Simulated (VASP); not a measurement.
# BaTiO3 (P4/mmm) in VASP: further runs, part 2 of 2

VASP 6.6.1.

## Step 6: Single point, r2SCAN, non-collinear spin, zero start, spin-orbit coupling (epitaxial xy strain +4.0%)

File POSCAR:

```
BaTiO3
1.0
    4.1538603812      0.0000000000      0.0000000000
    0.0000000000      4.1538603812      0.0000000000
    0.0000000000      0.0000000000      3.8932554685
Ba Ti O
1 1 3
Direct
    0.0000000000      0.0000000000      0.0000000000
    0.5000000000      0.5000000000      0.5000000000
    0.5000000000      0.5000000000      0.0000000000
    0.5000000000      0.0000000000      0.5000000000
    0.0000000000      0.5000000000      0.5000000000
```

File INCAR.step1:

```
PREC = Accurate ; ENCUT = 520
ISMEAR = 0 ; SIGMA = 0.01
LREAL = F ; LASPH = T
NELM = 150 ; LNONCOLLINEAR = T
MAGMOM = 0 0 0 0 0 0 0 0 0 0 0 0 0 0 0 ; LSORBIT = T
GGA_COMPAT = F ; LMAXMIX = 4
NBANDS = 55 ; GGA = PE
ALGO = Normal ; EDIFF = 1E-4
LWAVE = T ; LCHARG = F
```

File INCAR.step2:

```
PREC = Accurate ; ENCUT = 520
EDIFF = 1E-6 ; ISMEAR = 0
SIGMA = 0.01 ; LREAL = F
LASPH = T ; NELM = 150
ALGO = Normal ; ISIF = 2
LWAVE = F ; LCHARG = F
LNONCOLLINEAR = T ; MAGMOM = 0 0 0 0 0 0 0 0 0 0 0 0 0 0 0
LORBIT = 11 ; LSORBIT = T
GGA_COMPAT = F ; LORBMOM = T
LMAXMIX = 4 ; METAGGA = R2SCAN
LMIXTAU = T ; NBANDS = 55
ISTART = 1
```

File KPOINTS:

```
regular mesh
0
Gamma
  6 6 6
```

Potentials or basis: VASP PAW PBE potentials, release 64 (Ba_sv, Ti_sv, O).

On the command line:

```bash
cat potpaw_PBE.64/Ba_sv/POTCAR potpaw_PBE.64/Ti_sv/POTCAR potpaw_PBE.64/O/POTCAR > POTCAR
cp INCAR.step1 INCAR
mpirun -np 1 vasp_ncl > vasp.out
cp INCAR.step2 INCAR
mpirun -np 1 vasp_ncl > vasp.out
```

OUTCAR:

```text
PREC = Accurate
   ENCUT = 520
   EDIFF = 1E-6
   ISMEAR = 0
   LREAL = F
   LASPH = T
   NELM = 150
   ISIF = 2
   LNONCOLLINEAR = T
   LORBIT = 11
   LSORBIT = T
   METAGGA = R2SCAN
   ISTART = 1

 ion  position               nearest neighbor table
   1  0.000  0.000  0.000-   4 2.85   5 2.85   4 2.85   5 2.85   5 2.85   5 2.85   4 2.85   4 2.85
                             3 2.94   3 2.94   3 2.94   3 2.94   2 3.52   2 3.52   2 3.52   2 3.52
   2  0.500  0.500  0.500-   3 1.95   3 1.95   5 2.08   4 2.08   4 2.08   5 2.08   1 3.52   1 3.52
                             1 3.52   1 3.52   1 3.52   1 3.52   1 3.52   1 3.52
   3  0.500  0.500  0.000-   2 1.95   2 1.95   1 2.94   1 2.94   1 2.94   1 2.94
   4  0.500  0.000  0.500-   2 2.08   2 2.08   1 2.85   1 2.85   1 2.85   1 2.85
   5  0.000  0.500  0.500-   2 2.08   2 2.08   1 2.85   1 2.85   1 2.85   1 2.85

  LATTYP: Found a simple tetragonal cell.
 ALAT       =     4.1538603812
 C/A-ratio  =     0.9372619952

  Lattice vectors:

 A1 = (   4.1538603812,   0.0000000000,   0.0000000000)
 A2 = (   0.0000000000,   4.1538603812,   0.0000000000)
 A3 = (   0.0000000000,   0.0000000000,   3.8932554685)

Analysis of symmetry for initial positions (statically):
=====================================================================
 Subroutine PRICEL returns:
 Original cell was already a primitive cell.

[... 1682 lines left out ...]
 l=   2
     0.0000000     0.0000000     0.0000000     0.0000000     0.0000000
     0.0000000     0.0000000     0.0000000     0.0000000     0.0000000
     0.0000000     0.0000000     0.0000000     0.0000000     0.0000000
     0.0000000     0.0000000     0.0000000     0.0000000     0.0000000
     0.0000000     0.0000000     0.0000000     0.0000000     0.0000000
 l=   3
     0.0000000     0.0000000     0.0000000     0.0000000     0.0000000     0.0000000     0.0000000
     0.0000000     0.0000000     0.0000000     0.0000000     0.0000000     0.0000000     0.0000000
     0.0000000     0.0000000     0.0000000     0.0000000     0.0000000     0.0000000     0.0000000
     0.0000000     0.0000000     0.0000000     0.0000000     0.0000000     0.0000000     0.0000000
     0.0000000     0.0000000     0.0000000     0.0000000     0.0000000     0.0000000     0.0000000
     0.0000000     0.0000000     0.0000000     0.0000000     0.0000000     0.0000000     0.0000000
     0.0000000     0.0000000     0.0000000     0.0000000     0.0000000     0.0000000     0.0000000

 total charge

# of ion       s       p       d       tot
------------------------------------------
    1        2.015   5.660   0.279   7.954
    2        2.195   6.246   1.594  10.034
    3        1.572   3.499   0.000   5.071
    4        1.563   3.465   0.000   5.028
    5        1.563   3.465   0.000   5.028
--------------------------------------------------
tot          8.908  22.336   1.873  33.116

 magnetization (x)

# of ion       s       p       d       tot
------------------------------------------
    1        0.000   0.000   0.000   0.000
    2        0.000   0.000   0.000   0.000
    3        0.000   0.000   0.000   0.000
    4        0.000   0.000   0.000   0.000
    5        0.000   0.000   0.000   0.000
--------------------------------------------------
tot          0.000   0.000   0.000   0.000

 magnetization (y)

# of ion       s       p       d       tot
------------------------------------------
    1        0.000   0.000   0.000   0.000
    2       -0.000  -0.000   0.000  -0.000
    3        0.000  -0.000   0.000  -0.000
    4       -0.000   0.000   0.000  -0.000
    5        0.000   0.000   0.000   0.000
--------------------------------------------------
tot          0.000  -0.000   0.000   0.000

 magnetization (z)

# of ion       s       p       d       tot
------------------------------------------
    1        0.000  -0.000  -0.000  -0.000
    2        0.000   0.000   0.000   0.000
    3       -0.000   0.000   0.000   0.000
    4        0.000  -0.000   0.000  -0.000
    5       -0.000   0.000   0.000   0.000
--------------------------------------------------
tot         -0.000   0.000  -0.000   0.000
```

OSZICAR.step1:

```text
N       E                     dE             d eps       ncg     rms          rms(c)
DAV:   1     0.482651269389E+03    0.48265E+03   -0.19661E+04  4400   0.157E+03
DAV:   2     0.200649328916E+02   -0.46259E+03   -0.42900E+03  4714   0.452E+02
DAV:   3    -0.466163181131E+02   -0.66681E+02   -0.65472E+02  5716   0.169E+02
DAV:   4    -0.510637711807E+02   -0.44475E+01   -0.44314E+01  6648   0.391E+01
DAV:   5    -0.512696850652E+02   -0.20591E+00   -0.20578E+00  6100   0.715E+00    0.227E+01
DAV:   6    -0.401901296192E+02    0.11080E+02   -0.52430E+01  6454   0.658E+01    0.993E+00
DAV:   7    -0.403008407243E+02   -0.11071E+00   -0.10000E+01  6082   0.257E+01    0.659E+00
DAV:   8    -0.401044524146E+02    0.19639E+00   -0.54933E-01  5965   0.650E+00    0.395E+00
DAV:   9    -0.400882393049E+02    0.16213E-01   -0.29154E-01  6904   0.630E+00    0.166E+00
DAV:  10    -0.400744229147E+02    0.13816E-01   -0.13382E-01  5961   0.419E+00    0.668E-01
DAV:  11    -0.400684331737E+02    0.59897E-02   -0.30740E-02  6111   0.126E+00    0.395E-01
DAV:  12    -0.400669925759E+02    0.14406E-02   -0.34823E-03  5414   0.657E-01    0.911E-02
DAV:  13    -0.400670983557E+02   -0.10578E-03   -0.54056E-04  6480   0.282E-01    0.936E-02
DAV:  14    -0.400670121672E+02    0.86189E-04   -0.15398E-04  4295   0.138E-01
   1 F= -.40067012E+02 E0= -.40067012E+02  d E =0.000000E+00  mag=    -0.0000    -0.0000    -0.0000
```

Run time: 26 min. Hardware: 1 thread of Oxide Virtual Turin-like, shared host; peak memory 0.46 GiB.

What came out:

```yaml
Free_energy: -74.2611 eV
Pressure: -5.9 GPa
Net_moment: 0.00 μB per cell
Valence_electrons_inside_the_program's_atomic_spheres: Ba 7.95; Ti 10.03; O 5.07, 5.03 (each value once)
```

Stress tensor (GPa, compression positive):
```
-9.82  0.00  0.00
 0.00 -9.82  0.00
 0.00  0.00  1.90
```

Moments on the atoms (μB; x, y, z):
```
Ba  0.00 0.00 0.00
Ti  0.00 0.00 0.00
O   0.00 0.00 0.00
O   0.00 0.00 0.00
O   0.00 0.00 0.00
```

Caveat: the cell differs from its parent crystal (epitaxial xy strain +4.0%); the stress differs along the axes, from -10 to 2 GPa; the PAW data sets were made with another functional, which shifts forces and pressure a little.

## Step 7: Overview

| level | spin | cell | smearing | gap on the mesh (eV) | pressure (GPa) |
| --- | --- | --- | --- | --- | --- |
| PBE | off | a = 3.834, b = 3.834, c = 4.123 Å, 5 atoms | fermi-dirac 0.02 eV | 1.70 | 16.8 |
| PBE | off | a = 4.154, b = 4.154, c = 3.893 Å, 5 atoms | fermi-dirac 0.02 eV | 1.53 | -2.7 |
| r2SCAN | off | a = 3.834, b = 3.834, c = 4.123 Å, 5 atoms | gaussian 0.01 eV | 2.11 | 14.0 |
| r2SCAN | off | a = 4.154, b = 4.154, c = 3.893 Å, 5 atoms | gaussian 0.01 eV | 1.90 | -5.9 |
| r2SCAN | non-collinear, zero start, SOC | a = 4.154, b = 4.154, c = 3.893 Å, 5 atoms | gaussian 0.01 eV | - | -5.9 |

Alike in all rows: task single point; potentials or basis VASP PAW PBE potentials, release 64 (Ba_sv, Ti_sv, O); k mesh 6 × 6 × 6; cutoff (eV) 520.

Caveats: spin-orbit coupling is left out, which moves the levels of the heavy elements (at least some runs); the PAW data sets were made with another functional, which shifts forces and pressure a little (at least some runs); the stress differs along the axes, from -10 to 2 GPa (at least some runs); the stress differs along the axes, from 5 to 23 GPa (at least some runs); the stress differs along the axes, from -7 to 5 GPa (at least some runs); the stress differs along the axes, from 2 to 20 GPa (at least some runs).

Total energies depend on the potentials used, so only differences within one code and one set of settings carry meaning.
